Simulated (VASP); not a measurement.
# Re (Fm-3m) in VASP: further runs, part 2 of 2

VASP 6.6.1. Earlier steps stand in the parts before.

**4. Single point, revPBE (volume scaled by 0.92)**

Contents of INCAR:

```
PREC = Accurate
ENCUT = 520
EDIFF = 1E-6
ISMEAR = -1
SIGMA = 0.1
LREAL = False
LASPH = True
NELM = 100
ALGO = Normal
ISIF = 2
LWAVE = False
LCHARG = False
GGA = RE
NBANDS = 10
```

Contents of KPOINTS:

```
Automatic mesh
0
Gamma
  16 16 16
```

Contents of POSCAR:

```
Re
1.0
    0.0000000000      1.9088768415      1.9088768415
    1.9088768415      0.0000000000      1.9088768415
    1.9088768415      1.9088768415      0.0000000000
Re
1
Direct
    0.0000000000      0.0000000000      0.0000000000
```

Launch:

```
$ cat potpaw_PBE.64/Re/POTCAR > POTCAR
$ mpirun -np 1 vasp_std > vasp.out
```

Run time: 21 s. Hardware: 1 thread of AMD EPYC 7R13, shared host; peak memory 0.11 GiB.

It converged, with:

```yaml
Free_energy: -11.7755 eV
Pressure: 35.4 GPa
```

Levels at points of the mesh, in eV from the Fermi level:
```tsv
k point	band 2	band 3	band 4	band 5	band 6	band 7
(0.00, 0.00, 0.00)	-2.08	-2.08	-2.08	1.39	1.39	13.91
(0.50, 0.00, 0.00)	-2.32	-2.32	0.31	4.17	4.17	10.85
(0.50, 0.50, 0.00)	-6.45	3.07	4.13	4.99	4.99	12.75
```

Caveat: the PAW data sets were made with another functional, which shifts forces and pressure a little; spin-orbit coupling is left out, which moves the levels of the heavy elements.

**5. Single point, revPBE (volume scaled by 0.96)**

Contents of INCAR:

```
SYSTEM = Re
ALGO = Normal ; EDIFF = 1E-6
ENCUT = 520 ; GGA = RE
ISIF = 2 ; ISMEAR = -1
LASPH = .True. ; LCHARG = .False.
LREAL = .False. ; LWAVE = .False.
NBANDS = 10 ; NELM = 80
PREC = Accurate ; SIGMA = 0.1
```

Contents of KPOINTS:

```
k-points
0
Gamma
  16 16 16
  0 0 0
```

Contents of POSCAR:

```
Re
1.0
    0.0000000000      1.9361501954      1.9361501954
    1.9361501954      0.0000000000      1.9361501954
    1.9361501954      1.9361501954      0.0000000000
Re
1
Direct
    0.0000000000      0.0000000000      0.0000000000
```

Potentials or basis: VASP PAW PBE potentials, release 64 (Re).

Launch:

```
$ cat potpaw_PBE.64/Re/POTCAR > POTCAR
$ mpirun -np 1 vasp_std > vasp.out
```

OUTCAR:

```text
SYSTEM = Re
   EDIFF = 1E-6
   ENCUT = 520
   GGA = RE
   ISIF = 2
   ISMEAR = -1
   LASPH = .True.
   LREAL = .False.
   NELM = 80
   PREC = Accurate

 ion  position               nearest neighbor table
   1  0.000  0.000  0.000-

  LATTYP: Found a face centered cubic cell.
 ALAT       =     3.8723003908

  Lattice vectors:

 A1 = (   0.0000000000,   1.9361501954,   1.9361501954)
 A2 = (   1.9361501954,   0.0000000000,   1.9361501954)
 A3 = (   1.9361501954,   1.9361501954,   0.0000000000)

Analysis of symmetry for initial positions (statically):
=====================================================================
 Subroutine PRICEL returns:
 Original cell was already a primitive cell.

 Routine SETGRP: Setting up the symmetry group for a
 face centered cubic supercell.

 Subroutine GETGRP returns: Found 48 space group operations
 (whereof 48 operations were pure point group operations)
 out of a pool of 48 trial point group operations.

The static configuration has the point symmetry O_h .

Analysis of symmetry for dynamics (positions and initial velocities):
=====================================================================
 Subroutine PRICEL returns:
[... 157 lines left out ...]
 cond. band min:       8.4118437669   @ k =  -0.2500   0.3125   0.0625
 fundamental gap:      0.0493584064
 Fermi energy:         8.3891609540

 k-point     1 :       0.0000    0.0000    0.0000
  band No.  band energies     occupation
      1      -1.8435      2.00000
      2       6.4297      2.00000
      3       6.4297      2.00000
      4       6.4297      2.00000
      5       9.6876      0.00000
      6       9.6876      0.00000
      7      22.2691      0.00000
      8      28.0204      0.00000
      9      28.0204      0.00000
     10      28.0204      0.00000
[... 287 lines left out ...]
 k-point    24 :      -0.0625    0.0625    0.0000
  band No.  band energies     occupation
      1      -1.3584      2.00000
      2       6.0815      2.00000
      3       6.6390      2.00000
      4       6.6943      2.00000
      5       9.3312      0.00016
      6       9.7011      0.00000
      7      23.2032      0.00000
      8      26.3141      0.00000
      9      28.3362      0.00000
     10      29.1861      0.00000

 [... further k-points ...]
[... 5 lines left out ...]
  --------------------------------------------------------------------------------------
  -------------------------------------------------------------------------------------
  Total        1.3835683      1.3835683      1.3835683      0.0000000     -0.0000000     -0.0000000
  in kB      152.7088011    152.7088011    152.7088011      0.0000000     -0.0000000     -0.0000000
  external PRESSURE =     152.7088011 kB  Pullay stress =       0.0000000 kB

 VOLUME and BASIS-vectors are now :
 -----------------------------------------------------------------------------
  energy-cutoff  :      520.00
  volume of cell :       14.52
      direct lattice vectors                 reciprocal lattice vectors
     0.000000000  1.936150195  1.936150195    -0.258244428  0.258244428  0.258244428
     1.936150195  0.000000000  1.936150195     0.258244428 -0.258244428  0.258244428
     1.936150195  1.936150195  0.000000000     0.258244428  0.258244428 -0.258244428

 POSITION                                       TOTAL-FORCE (eV/Angst)
 -----------------------------------------------------------------------------------
      0.00000      0.00000      0.00000         0.000000      0.000000      0.000000
 -----------------------------------------------------------------------------------
    total drift:                               -0.000000     -0.000000     -0.000000

  FREE ENERGIE OF THE ION-ELECTRON SYSTEM (eV)
  ---------------------------------------------------
  free  energy   TOTEN  =       -11.8703241003 eV

  energy  without entropy=      -11.8464542058  energy(sigma->0) =      -11.85838915
```

stdout:

```text
POSCAR found type information on POSCAR Re
 POSCAR found :  1 types and       1 ions
 scaLAPACK will be used
 -----------------------------------------------------------------------------
|                                                                             |
|                                                                             |
|     You enforced a specific xc type in the INCAR file but a different       |
|     I HOPE YOU KNOW WHAT YOU ARE DOING!                                     |
|                                                                             |
 -----------------------------------------------------------------------------

 LDA part: xc-table for (Slater+PW92), standard interpolation
 POSCAR, INCAR and KPOINTS ok, starting setup
 FFT: planning ... GRIDC
 FFT: planning ... GRID_SOFT
 FFT: planning ... GRID
 WAVECAR not read
 entering main loop
```

It took 22 s on 1 thread of AMD EPYC 7R13, shared host; peak memory 0.11 GiB.

Results:

* Free energy: -11.8703 eV
* Pressure: 15.3 GPa

Levels at points of the mesh, in eV from the Fermi level:
| k point | band 2 | band 3 | band 4 | band 5 | band 6 | band 7 |
| --- | --- | --- | --- | --- | --- | --- |
| (0.00, 0.00, 0.00) | -1.96 | -1.96 | -1.96 | 1.30 | 1.30 | 13.88 |
| (0.50, 0.00, 0.00) | -2.17 | -2.17 | 0.22 | 3.90 | 3.90 | 10.19 |
| (0.50, 0.50, 0.00) | -6.08 | 2.85 | 3.86 | 4.66 | 4.66 | 12.38 |

Caveat: the PAW data sets were made with another functional, which shifts forces and pressure a little; spin-orbit coupling is left out, which moves the levels of the heavy elements.

**6. Single point, revPBE**

Contents of INCAR:

```
SYSTEM = Re
ALGO = Normal
EDIFF = 1E-6
ENCUT = 520
GGA = RE
ISIF = 2
ISMEAR = -1
LASPH = .True.
LCHARG = .False.
LREAL = .False.
LWAVE = .False.
NBANDS = 10
NELM = 80
PREC = Accurate
SIGMA = 0.1
```

KPOINTS is that of step 5.

Contents of POSCAR:

```
Re
1.0
    0.0000000000      1.9626760971      1.9626760971
    1.9626760971      0.0000000000      1.9626760971
    1.9626760971      1.9626760971      0.0000000000
Re
1
Direct
    0.0000000000      0.0000000000      0.0000000000
```

Potentials or basis: VASP PAW PBE potentials, release 64 (Re).

Launch:

```
$ cat potpaw_PBE.64/Re/POTCAR > POTCAR
$ mpirun -np 1 vasp_std > vasp.out
```

It took 33 s on 1 thread of AMD EPYC 7R13, shared host; peak memory 0.13 GiB.

The run converged. Its results:

- Free energy: -11.8970 eV
- Pressure: -0.8 GPa

Levels at points of the mesh, in eV from the Fermi level:
```
           k point  band 1  band 2  band 3  band 4  band 5  band 6  band 7  band 8  band 9
(0.00, 0.00, 0.00)   -9.94   -1.85   -1.85   -1.85    1.21    1.21   13.84   19.36   19.36
(0.50, 0.00, 0.00)   -6.69   -2.04   -2.04    0.16    3.65    3.65    9.59   13.34   19.79
(0.50, 0.50, 0.00)   -6.60   -5.75    2.67    3.61    4.37    4.37   12.04   12.04   12.57
```

Caveat: the PAW data sets were made with another functional, which shifts forces and pressure a little; spin-orbit coupling is left out, which moves the levels of the heavy elements.

**7. The runs side by side**

```csv
cell,k mesh,gap on the mesh (eV),pressure (GPa)
"a = 2.776 Å, angles 60.0°, 1 atom",14 × 14 × 14,none,-0.7
"a = 2.660 Å, angles 60.0°, 1 atom",16 × 16 × 16,none,60.6
"a = 2.700 Å, angles 60.0°, 1 atom",16 × 16 × 16,none,35.4
"a = 2.738 Å, angles 60.0°, 1 atom",16 × 16 × 16,none,15.3
"a = 2.776 Å, angles 60.0°, 1 atom",16 × 16 × 16,none,-0.8
```

Alike in all rows: task single point; level revPBE; potentials or basis VASP PAW PBE potentials, release 64 (Re); no spin polarisation; cutoff (eV) 520; smearing fermi-dirac 0.1 eV.

Caveats: the PAW data sets were made with another functional, which shifts forces and pressure a little; spin-orbit coupling is left out, which moves the levels of the heavy elements.

Total energies depend on the potentials used, so only differences within one code and one set of settings carry meaning.
